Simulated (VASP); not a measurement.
# Ga (Cmcm) in VASP: further runs, part 2 of 3

VASP 6.6.1. The steps go on from the part before.

**3. Single point, LDA (volume scaled by 1.06)**

Input file INCAR:

```
  PREC = Accurate
  ENCUT = 520
  EDIFF = 1E-6
  ISMEAR = -1
  SIGMA = 0.05
  LREAL = F
  LASPH = T
  NELM = 100
  ALGO = Fast
  ISIF = 2
  LWAVE = F
  LCHARG = F
  GGA = CA
  NBANDS = 20
```

Input file KPOINTS:

```
Automatic mesh
0
Gamma
  10 10 8
```

Input file POSCAR:

```
Ga
1.0
    1.4784385925     -4.1447261231      0.0000000000
    1.4784385925      4.1447261231      0.0000000000
    0.0000000000      0.0000000000      3.2321726471
Ga
2
Direct
    0.1330000000      0.8670000000      0.7500000000
    0.8670000000      0.1330000000      0.2500000000
```

Potentials or basis: VASP PAW LDA potentials, release 64 (Ga_d).

Run with:

```bash
$ cat potpaw_LDA.64/Ga_d/POTCAR > POTCAR
$ mpirun -np 1 vasp_std > vasp.out
```

OUTCAR:

```text
PREC = Accurate
   ENCUT = 520
   EDIFF = 1E-6
   ISMEAR = -1
   LREAL = F
   LASPH = T
   NELM = 100
   ISIF = 2
   GGA = CA

 ion  position               nearest neighbor table
   1  0.133  0.867  0.750-   2 2.73   2 2.73
   2  0.867  0.133  0.250-   1 2.73   1 2.73

  LATTYP: Found a base centered orthorhombic cell.
 ALAT       =     2.9568771850
 B/A-ratio  =     2.8034482759
 C/A-ratio  =     1.0931034483

  Lattice vectors:

 A1 = (   1.4784385925,  -4.1447261231,   0.0000000000)
 A2 = (   1.4784385925,   4.1447261231,   0.0000000000)
 A3 = (   0.0000000000,   0.0000000000,   3.2321726471)

Analysis of symmetry for initial positions (statically):
=====================================================================
 Subroutine PRICEL returns:
 Original cell was already a primitive cell.

 Routine SETGRP: Setting up the symmetry group for a
 base centered orthorhombic supercell.

 Subroutine GETGRP returns: Found  8 space group operations
 (whereof  4 operations were pure point group operations)
 out of a pool of  8 trial point group operations.

The static configuration has the point symmetry C_2h.
 The point group associated with its full space group is D_2h.

Analysis of symmetry for dynamics (positions and initial velocities):
=====================================================================
 Subroutine PRICEL returns:
 Original cell was already a primitive cell.

 Routine SETGRP: Setting up the symmetry group for a
 base centered orthorhombic supercell.

 Subroutine GETGRP returns: Found  8 space group operations
 (whereof  4 operations were pure point group operations)
 out of a pool of  8 trial point group operations.

[... 106 lines left out ...]
   NFREE  =      0    steps in history (QN), initial steepest desc. (CG)
   ISIF   =      2    stress and relaxation
   ISYM   =      2    0-nonsym 1-usesym 2-fastsym
   POTIM  = 0.5000    time-step for ionic-motion
   TEBEG  =    0.0;   TEEND  =   0.0 temperature during run
   PSTRESS=    0.0 pullay stress
   NELECT =      26.0000    total number of electrons
   NUPDOWN=      -1.0000    fix difference up-down
   EMIN   =  10.00;   EMAX   =-10.00  energy-range for DOS
   EFERMI =   0.00;   METHOD = LEGACY
   ISMEAR =    -1;   SIGMA  =   0.05  broadening in eV -4-tet -1-fermi 0-gaus
   EFERMI_NEDOS =   21; number of points for ismear=-14 and -15
   IALGO  =     68    algorithm
   IMIX   =      4    mixing-type and parameters
     AMIX     =   0.40;   BMIX     =  1.00
     AMIX_MAG =   1.60;   BMIX_MAG =  1.00
  volume/ion in A,a.u.               =      19.81       133.66
  Fermi-wavevector in a.u.,A,eV,Ry     =   1.422737  2.688584 27.540661  2.024181
  Thomas-Fermi vector in A             =   2.543409
   LORBIT       =      0    0 simple, 1 ext, 2 COOP (PROOUT), +10 PAW based schemes
   GGA     = CA    functional components
   LHFCALC =     F    Hartree Fock is set to
   AEXX    =    0.0000 exact exchange contribution
   IVDW    =     0    specifies the selected vdW correction
   LEPSILON=     F    determine dielectric tensor
   LRPA    =     F    only Hartree local field effects (RPA)
 non-spin polarized calculation
 RMM-DIIS sequential band-by-band and
  energy-cutoff  :      520.00
  volume of cell :       39.61
 maximum number of plane-waves:      1090
 NGX is ok and might be reduce to    36
   NGX = 17   NGY = 17   NGZ = 13

 number of electron      26.0000016 magnetization

 Free energy of the ion-electron system (eV)
  ---------------------------------------------------
  ext. energy  EPLUGINS =         0.00000000
  ---------------------------------------------------
  free energy    TOTEN  =        -7.06288229 eV

  energy without entropy =       -7.05829324  energy(sigma->0) =       -7.06058776

 E-fermi :   4.7281     XC(G=0): -11.0376

 val. band max:        4.6950218284   @ k =  -0.1000   0.1000   0.0000
 cond. band min:       4.7434776535   @ k =   0.5000   0.0000   0.2500
 fundamental gap:      0.0484558251
 Fermi energy:         4.7281267470

 k-point     1 :       0.0000    0.0000    0.0000
  band No.  band energies     occupation
      1     -10.3274      2.00000
      2     -10.3135      2.00000
      3     -10.2548      2.00000
      4     -10.2360      2.00000
      5     -10.0766      2.00000
      6     -10.0636      2.00000
[... 541 lines left out ...]
     19      14.4532      0.00000
     20      16.1890      0.00000

 [... further k-points ...]
[... 5 lines left out ...]
  --------------------------------------------------------------------------------------
  -------------------------------------------------------------------------------------
  Total       -1.7022479     -1.5943025     -1.3226659      0.0000000     -0.0000000      0.0000000
  in kB      -68.8509162    -64.4848400    -53.4979390      0.0000000     -0.0000000      0.0000000
  external PRESSURE =     -62.2778984 kB  Pullay stress =       0.0000000 kB

 VOLUME and BASIS-vectors are now :
 -----------------------------------------------------------------------------
  energy-cutoff  :      520.00
  volume of cell :       39.61
      direct lattice vectors                 reciprocal lattice vectors
     1.478438593 -4.144726123  0.000000000     0.338194635 -0.120635233  0.000000000
     1.478438593  4.144726123  0.000000000     0.338194635  0.120635233  0.000000000
     0.000000000  0.000000000  3.232172647     0.000000000  0.000000000  0.309389414

 POSITION                                       TOTAL-FORCE (eV/Angst)
 -----------------------------------------------------------------------------------
      1.47844      3.04223      2.42413         0.000000     -0.176023      0.000000
      1.47844     -3.04223      0.80804         0.000000      0.176023      0.000000
 -----------------------------------------------------------------------------------
    total drift:                                0.000000     -0.000000     -0.000000

  FREE ENERGIE OF THE ION-ELECTRON SYSTEM (eV)
  ---------------------------------------------------
  free  energy   TOTEN  =        -7.0628822876 eV

  energy  without entropy=       -7.0582932406  energy(sigma->0) =       -7.06058776
```

stdout:

```text
POSCAR found type information on POSCAR Ga
 POSCAR found :  1 types and       2 ions
 scaLAPACK will be used
 LDA part: xc-table for (Slater(with rela. corr.)+CA(PZ))
 , standard interpolation
 POSCAR, INCAR and KPOINTS ok, starting setup
 FFT: planning ... GRIDC
 FFT: planning ... GRID_SOFT
 FFT: planning ... GRID
 WAVECAR not read
 entering main loop
WARNING in EDDRMM: call to ZHEGV failed, returncode =   8  4     17
```

Wall time 96 s (1 thread of Intel Xeon Platinum 8259CL at 2.50GHz (Skylake/Cascade Lake), shared host); peak memory 0.22 GiB.

What came out:

- Free energy: -7.0629 eV
- Pressure: -6.2 GPa
- Largest force: 0.176 eV/Å
- Band gap on the k mesh: zero (band 13 reaches 9.75 eV, above the bottom of band 14 at 0.93 eV)

Forces on the atoms (eV/Å):
```
Ga   0.000 -0.176  0.000
Ga   0.000  0.176  0.000
```

Levels at points of the mesh, in eV from the Fermi level:
| k point | band 10 | band 11 | band 12 | band 13 | band 14 | band 15 | band 16 | band 17 |
| --- | --- | --- | --- | --- | --- | --- | --- | --- |
| (0.00, 0.00, 0.00) | -14.61 | -10.68 | -1.95 | -1.68 | 2.90 | 6.63 | 7.56 | 8.45 |
| (0.50, 0.00, 0.00) | -14.66 | -6.46 | -5.04 | -1.47 | -0.39 | 6.21 | 6.45 | 8.55 |
| (0.50, 0.50, 0.00) | -14.67 | -8.74 | -8.14 | 5.03 | 5.65 | 5.71 | 6.71 | 6.85 |
| (0.00, 0.00, 0.50) | -14.69 | -7.04 | -7.04 | 1.95 | 1.95 | 2.46 | 2.46 | 9.84 |
| (0.50, 0.00, 0.50) | -14.66 | -2.98 | -2.98 | -1.39 | -1.39 | 1.93 | 1.93 | 4.28 |
| (0.50, 0.50, 0.50) | -14.72 | -5.42 | -5.42 | -3.80 | -3.80 | 9.19 | 9.19 | 10.91 |

Caveat: the cell differs from its parent crystal (volume scaled by 1.06).

**4. Single point, LDA**

This run uses another cell than the first one, of 17.56 Å³/atom, 0.922 times its volume.

Input file INCAR:

```
SYSTEM = Ga
PREC = Accurate
ENCUT = 520
EDIFF = 1E-6
ISMEAR = -1
SIGMA = 0.05
LREAL = .False.
LASPH = .True.
NELM = 80
ALGO = Fast
ISIF = 2
LWAVE = .False.
LCHARG = .False.
GGA = CA
NBANDS = 20
```

Input file KPOINTS:

```
regular mesh
0
Gamma
  10 10 8
  0 0 0
```

Input file POSCAR:

```
Ga
1.0
    1.4203998576     -3.9820175319      0.0000000000
    1.4203998576      3.9820175319      0.0000000000
    0.0000000000      0.0000000000      3.1052879646
Ga
2
Direct
    0.1330000000      0.8670000000      0.7500000000
    0.8670000000      0.1330000000      0.2500000000
```

Potentials or basis: VASP PAW LDA potentials, release 64 (Ga_d).

Run with:

```bash
$ cat potpaw_LDA.64/Ga_d/POTCAR > POTCAR
$ mpirun -np 1 vasp_std > vasp.out
```

OUTCAR:

```text
SYSTEM = Ga
   PREC = Accurate
   ENCUT = 520
   EDIFF = 1E-6
   ISMEAR = -1
   LREAL = .False.
   LASPH = .True.
   NELM = 80
   ISIF = 2
   GGA = CA

 ion  position               nearest neighbor table
   1  0.133  0.867  0.750-   2 2.63   2 2.63   2 2.81   2 2.81   2 2.81   2 2.81
   2  0.867  0.133  0.250-   1 2.63   1 2.63   1 2.81   1 2.81   1 2.81   1 2.81

  LATTYP: Found a base centered orthorhombic cell.
 ALAT       =     2.8407997152
 B/A-ratio  =     2.8034482759
 C/A-ratio  =     1.0931034483

  Lattice vectors:

 A1 = (   1.4203998576,  -3.9820175319,   0.0000000000)
 A2 = (   1.4203998576,   3.9820175319,   0.0000000000)
 A3 = (   0.0000000000,   0.0000000000,   3.1052879646)

Analysis of symmetry for initial positions (statically):
=====================================================================
 Subroutine PRICEL returns:
 Original cell was already a primitive cell.

 Routine SETGRP: Setting up the symmetry group for a
 base centered orthorhombic supercell.

 Subroutine GETGRP returns: Found  8 space group operations
 (whereof  4 operations were pure point group operations)
 out of a pool of  8 trial point group operations.
[... 156 lines left out ...]

 Free energy of the ion-electron system (eV)
  ---------------------------------------------------
  ext. energy  EPLUGINS =         0.00000000
  ---------------------------------------------------
  free energy    TOTEN  =        -7.16851521 eV

  energy without entropy =       -7.16566643  energy(sigma->0) =       -7.16709082

 E-fermi :   5.9965     XC(G=0): -11.6504

 val. band max:        5.9285327953   @ k =   0.3000   0.1000   0.2500
 cond. band min:       6.0539928301   @ k =  -0.1000   0.1000   0.0000
 fundamental gap:      0.1254600348
 Fermi energy:         5.9965005103

 k-point     1 :       0.0000    0.0000    0.0000
  band No.  band energies     occupation
      1      -9.3877      2.00000
      2      -9.3545      2.00000
      3      -9.2756      2.00000
      4      -9.2657      2.00000
      5      -9.0390      2.00000
      6      -9.0169      2.00000
[... 541 lines left out ...]
     19      16.2106      0.00000
     20      17.9457      0.00000

 [... further k-points ...]
[... 5 lines left out ...]
  --------------------------------------------------------------------------------------
  -------------------------------------------------------------------------------------
  Total       -0.6152246     -0.0564421      0.2725217      0.0000000      0.0000000      0.0000000
  in kB      -28.0607092     -2.5743537     12.4298514      0.0000000      0.0000000      0.0000000
  external PRESSURE =      -6.0684038 kB  Pullay stress =       0.0000000 kB

 VOLUME and BASIS-vectors are now :
 -----------------------------------------------------------------------------
  energy-cutoff  :      520.00
  volume of cell :       35.13
      direct lattice vectors                 reciprocal lattice vectors
     1.420399858 -3.982017532  0.000000000     0.352013553 -0.125564490  0.000000000
     1.420399858  3.982017532  0.000000000     0.352013553  0.125564490  0.000000000
     0.000000000  0.000000000  3.105287965     0.000000000  0.000000000  0.322031326

 POSITION                                       TOTAL-FORCE (eV/Angst)
 -----------------------------------------------------------------------------------
      1.42040      2.92280      2.32897         0.000000     -0.226778      0.000000
      1.42040     -2.92280      0.77632         0.000000      0.226778     -0.000000
 -----------------------------------------------------------------------------------
    total drift:                                0.000000      0.000000     -0.000000

  FREE ENERGIE OF THE ION-ELECTRON SYSTEM (eV)
  ---------------------------------------------------
  free  energy   TOTEN  =        -7.1685152096 eV

  energy  without entropy=       -7.1656664300  energy(sigma->0) =       -7.16709082
```

OSZICAR:

```text
N       E                     dE             d eps       ncg     rms          rms(c)
DAV:   1     0.129561932930E+03    0.12956E+03   -0.13229E+04  6644   0.250E+03
DAV:   2     0.396428509942E+01   -0.12560E+03   -0.12240E+03  6388   0.385E+02
DAV:   3    -0.708840159368E+01   -0.11053E+02   -0.11002E+02  7004   0.943E+01
DAV:   4    -0.725334060283E+01   -0.16494E+00   -0.16485E+00  7116   0.126E+01
DAV:   5    -0.725608675902E+01   -0.27462E-02   -0.27461E-02  6924   0.161E+00    0.153E+00
RMM:   6    -0.718630052379E+01    0.69786E-01   -0.99974E-02  8212   0.382E+00    0.763E-01
RMM:   7    -0.717003431421E+01    0.16266E-01   -0.29827E-02  8684   0.156E+00    0.203E-01
RMM:   8    -0.716846096548E+01    0.15733E-02   -0.49722E-03  9028   0.651E-01    0.214E-02
RMM:   9    -0.716850203025E+01   -0.41065E-04   -0.67996E-04  9747   0.298E-01    0.116E-02
RMM:  10    -0.716851325443E+01   -0.11224E-04   -0.14717E-04  9814   0.115E-01    0.393E-03
RMM:  11    -0.716851487965E+01   -0.16252E-05   -0.19338E-05  8085   0.401E-02    0.182E-03
RMM:  12    -0.716851520959E+01   -0.32993E-06   -0.45176E-06  5666   0.219E-02
   1 F= -.71685152E+01 E0= -.71670908E+01  d E =-.284878E-02
```

stdout:

```text
POSCAR found type information on POSCAR Ga
 POSCAR found :  1 types and       2 ions
 scaLAPACK will be used
 LDA part: xc-table for (Slater(with rela. corr.)+CA(PZ))
 , standard interpolation
 POSCAR, INCAR and KPOINTS ok, starting setup
 FFT: planning ... GRIDC
 FFT: planning ... GRID_SOFT
 FFT: planning ... GRID
 WAVECAR not read
 entering main loop
WARNING in EDDRMM: call to ZHEGV failed, returncode =   6  3     17
WARNING in EDDRMM: call to ZHEGV failed, returncode =   8  4     17
```

Run time: 94 s. Hardware: 1 thread of Intel Xeon Platinum 8259CL at 2.50GHz (Skylake/Cascade Lake), shared host; peak memory 0.2 GiB.

Results:

```
Free energy            : -7.1685 eV
Pressure               : -0.6 GPa
Largest force          : 0.227 eV/Å
Band gap on the k mesh : zero (band 13 reaches 11.30 eV, above the bottom of band 14 at 1.49 eV)
```

Forces on the atoms (eV/Å):
```
Ga   0.000 -0.227  0.000
Ga   0.000  0.227  0.000
```

Stress tensor (GPa, compression positive):
```
-2.81  0.00  0.00
 0.00 -0.26  0.00
 0.00  0.00  1.24
```

(Part 2 of 3 ends here.)
